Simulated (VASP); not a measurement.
# KCl in VASP: notebook, part 2 of 2

VASP 6.6.1. The steps go on from the part before.

### 3 Single point, r2SCAN (uniaxial z strain -2.5%)

The input, POSCAR:

```
KCl
1.0
    0.0000000000      3.1448483095      3.0662271018
    3.1448483095      0.0000000000      3.0662271018
    3.1448483095      3.1448483095      0.0000000000
K Cl
1 1
Direct
    0.0000000000      0.0000000000      0.0000000000
    0.5000000000      0.5000000000      0.5000000000
```

The input, INCAR.step1:

```
SYSTEM = KCl
  PREC = Accurate
  ENCUT = 520
  ISMEAR = 0
  SIGMA = 0.01
  LREAL = .False.
  LASPH = .True.
  NELM = 80
  NBANDS = 15
  GGA = PE
  ALGO = Normal
  EDIFF = 1E-4
  LWAVE = .True.
  LCHARG = .False.
```

The input, INCAR.step2:

```
SYSTEM = KCl
  PREC = Accurate
  ENCUT = 520
  EDIFF = 1E-6
  ISMEAR = 0
  SIGMA = 0.01
  LREAL = .False.
  LASPH = .True.
  NELM = 80
  ALGO = Normal
  ISIF = 2
  LWAVE = .False.
  LCHARG = .False.
  METAGGA = R2SCAN
  LMIXTAU = .True.
  NBANDS = 15
  ISTART = 1
```

The input, KPOINTS:

```
Automatic mesh
0
Gamma
  8 8 8
  0 0 0
```

Potentials or basis: VASP PAW PBE potentials, release 64 (K_sv, Cl).

Started as:

```bash
$ cat potpaw_PBE.64/K_sv/POTCAR potpaw_PBE.64/Cl/POTCAR > POTCAR
$ cp INCAR.step1 INCAR
$ mpirun -np 1 vasp_std > vasp.out
$ cp INCAR.step2 INCAR
$ mpirun -np 1 vasp_std > vasp.out
```

OUTCAR:

```text
SYSTEM = KCl
   PREC = Accurate
   ENCUT = 520
   EDIFF = 1E-6
   ISMEAR = 0
   LREAL = .False.
   LASPH = .True.
   NELM = 80
   ISIF = 2
   METAGGA = R2SCAN
   ISTART = 1

 ion  position               nearest neighbor table
   1  0.000  0.000  0.000-   2 3.07   2 3.07   2 3.14   2 3.14   2 3.14   2 3.14
   2  0.500  0.500  0.500-   1 3.07   1 3.07   1 3.14   1 3.14   1 3.14   1 3.14

  LATTYP: Found a body centered tetragonal cell.
 ALAT       =     4.4474871309
 C/A-ratio  =     1.3788582233

  Lattice vectors:

 A1 = (   0.0000000000,  -3.1448483095,  -3.0662271018)
 A2 = (   0.0000000000,   3.1448483095,  -3.0662271018)
[... 611 lines left out ...]
     12       8.7822      0.00000
     13       9.1261      0.00000
     14       9.4860      0.00000
     15      11.3281      0.00000

 [... further k-points ...]
[... 5 lines left out ...]
  --------------------------------------------------------------------------------------
  -------------------------------------------------------------------------------------
  Total        0.0632906      0.0632906      0.5355401      0.0000000     -0.0000000      0.0000000
  in kB        1.6719222      1.6719222     14.1471476      0.0000000     -0.0000000      0.0000000
  external PRESSURE =       5.8303306 kB  Pullay stress =       0.0000000 kB

 VOLUME and BASIS-vectors are now :
 -----------------------------------------------------------------------------
  energy-cutoff  :      520.00
  volume of cell :       60.65
      direct lattice vectors                 reciprocal lattice vectors
     0.000000000  3.144848309  3.066227102    -0.158990180  0.158990180  0.163066852
     3.144848309  0.000000000  3.066227102     0.158990180 -0.158990180  0.163066852
     3.144848309  3.144848309  0.000000000     0.158990180  0.158990180 -0.163066852

 POSITION                                       TOTAL-FORCE (eV/Angst)
 -----------------------------------------------------------------------------------
      0.00000      0.00000      0.00000        -0.000000      0.000000      0.000000
      3.14485      3.14485      3.06623         0.000000     -0.000000     -0.000000
 -----------------------------------------------------------------------------------
    total drift:                                0.000000      0.000000      0.000000

  FREE ENERGIE OF THE ION-ELECTRON SYSTEM (eV)
  ---------------------------------------------------
  free  energy   TOTEN  =       -16.4994061949 eV

  energy  without entropy=      -16.4994061949  energy(sigma->0) =      -16.49940619
```

It took 1.7 min on 1 thread of Intel Xeon Platinum 8559C (Emerald Rapids), shared host; peak memory 0.24 GiB.

What came out:

```
Free energy            : -16.4994 eV
Pressure               : 0.6 GPa
Band gap on the k mesh : 5.91 eV
```

Caveat: the cell differs from its parent crystal (uniaxial z strain -2.5%); the PAW data sets were made with another functional, which shifts forces and pressure a little. A k mesh can miss the band edges.

### 4 Single point, PBE (shear xy strain +0.5%)

The input, INCAR:

```
SYSTEM = KCl
  PREC = Accurate
  ENCUT = 520
  EDIFF = 1E-6
  ISMEAR = -1
  SIGMA = 0.02
  LREAL = .FALSE.
  LASPH = .TRUE.
  NELM = 100
  ALGO = Normal
  ISIF = 2
  LWAVE = .FALSE.
  LCHARG = .FALSE.
  GGA = PE
  NBANDS = 15
```

The input, KPOINTS:

```
Automatic mesh
0
G
  8 8 8
  0 0 0
```

The input, POSCAR:

```
KCl
1.0
    0.0078621208      3.1448483095      3.1448483095
    3.1448483095      0.0078621208      3.1448483095
    3.1527104303      3.1527104303      0.0000000000
K Cl
1 1
Direct
    0.0000000000      0.0000000000      0.0000000000
    0.5000000000      0.5000000000      0.5000000000
```

Started as:

```bash
$ cat potpaw_PBE.64/K_sv/POTCAR potpaw_PBE.64/Cl/POTCAR > POTCAR
$ mpirun -np 1 vasp_std > vasp.out
```

Wall time 55 s (1 thread of Intel Xeon Platinum 8559C (Emerald Rapids), shared host); peak memory 0.25 GiB.

It converged, with:

- Free energy: -6.8033 eV
- Pressure: 0.8 GPa
- Band gap on the k mesh: 5.19 eV

Levels at points of the mesh, in eV from the valence-band top:
| k point | band 5 | band 6 | band 7 | band 8 | band 9 | band 10 | band 11 | band 12 |
| --- | --- | --- | --- | --- | --- | --- | --- | --- |
| (0.00, 0.00, 0.00) | -10.66 | -0.01 | 0.00 | 0.00 | 5.19 | 8.36 | 8.38 | 8.40 |
| (0.50, 0.00, 0.00) | -10.42 | -1.06 | -0.34 | -0.33 | 7.59 | 8.61 | 10.52 | 10.55 |
| (0.50, 0.50, 0.00) | -10.72 | -0.66 | -0.24 | -0.22 | 6.53 | 8.35 | 10.08 | 10.24 |
| (0.00, 0.00, 0.50) | -10.42 | -1.06 | -0.33 | -0.32 | 7.59 | 8.60 | 10.51 | 10.54 |
| (0.50, 0.00, 0.50) | -10.72 | -0.66 | -0.23 | -0.23 | 6.53 | 8.35 | 10.08 | 10.24 |

Caveat: the cell differs from its parent crystal (shear xy strain +0.5%). A k mesh can miss the band edges.

### 5 The runs side by side

| level | cell | smearing | gap on the mesh (eV) | pressure (GPa) |
| --- | --- | --- | --- | --- |
| r2SCAN | a = 4.401, b = 4.401, c = 4.314 Å, angles 60.6, 60.6, 58.7°, 2 atoms | gaussian 0.01 eV | 6.00 | 1.3 |
| r2SCAN | a = 4.392, b = 4.392, c = 4.447 Å, angles 59.6, 59.6, 60.8°, 2 atoms | gaussian 0.01 eV | 5.91 | 0.6 |
| PBE | a = 4.447, b = 4.447, c = 4.459 Å, angles 59.9, 59.9, 59.8°, 2 atoms | fermi-dirac 0.02 eV | 5.19 | 0.8 |

Alike in all rows: task single point; potentials or basis VASP PAW PBE potentials, release 64 (K_sv, Cl); no spin polarisation; k mesh 8 × 8 × 8; cutoff (eV) 520.

Caveats: the PAW data sets were made with another functional, which shifts forces and pressure a little (at least some runs).

Total energies depend on the potentials used, so only differences within one code and one set of settings carry meaning.
